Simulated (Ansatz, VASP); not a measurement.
**Nb in VASP and in Ansatz**

Contents of POSCAR:

```
Nb
1.0
   -0.4583504489      1.9124277349      1.9124277349
    1.9124277349     -0.4583504489      1.9124277349
    1.9124277349      1.9124277349     -0.4583504489
Nb
1
Direct
    0.0000000000      0.0000000000      0.0000000000
```

Contents of INCAR.step1:

```
  PREC = Accurate
  ENCUT = 520
  ISMEAR = 0
  SIGMA = 0.15
  LREAL = False
  LASPH = True
  NELM = 100
  NBANDS = 12
  GGA = PE
  ALGO = Normal
  EDIFF = 1E-4
  LWAVE = True
  LCHARG = False
```

File INCAR.step2:

```
  PREC = Accurate
  ENCUT = 520
  EDIFF = 1E-7
  ISMEAR = 0
  SIGMA = 0.15
  LREAL = False
  LASPH = True
  NELM = 100
  ALGO = Normal
  ISIF = 2
  LWAVE = False
  LCHARG = False
  METAGGA = R2SCAN
  LMIXTAU = True
  NBANDS = 12
  ISTART = 1
```

File KPOINTS:

```
regular mesh
0
Gamma
  22 22 22
```

Input for Ansatz:

```yaml
crystal:
  lattice:
    - [-0.4583504489, 1.9124277349, 1.9124277349]
    - [1.9124277349, -0.4583504489, 1.9124277349]
    - [1.9124277349, 1.9124277349, -0.4583504489]
  atoms:
    - { symbol: Nb, position: [0.0, 0.0, 0.0] }
basis:
  ecutwfc: 500
kpoints:
  mp_grid: { grid: [22, 22, 22] }
hamiltonian:
  xc: r2scan
scf:
  occupations: { method: gaussian, width: 0.15 }
output:
  forces: true
  stress: true
  eigenvalues: true
```

Alike in both runs: task single point; functional r2SCAN; k mesh 22 × 22 × 22; occupations gaussian, width 0.15 eV; no spin polarisation.

```csv
,VASP,Ansatz
version,VASP 6.6.1,Ansatz 0.2.0
potentials or method,"VASP PAW PBE potentials, release 64 (Nb_sv), cutoff 520 eV","scalar-relativistic, plane waves, PAW"
valence electrons in the cell,13,13
```

|  | VASP | Ansatz | Ansatz less VASP |
| --- | --- | --- | --- |
| gap on the k mesh at the Fermi level (eV) | none | none | - |
| pressure (GPa) | -1.8 | -1.6 | +0.12 |
| traceless stress, the component that is largest in VASP (GPa) | 6.60 | 6.58 | -0.021 |

VASP's potentials were made for PBE, not for r2SCAN. A gap of «none» marks a metal or a gap that the smearing closes.
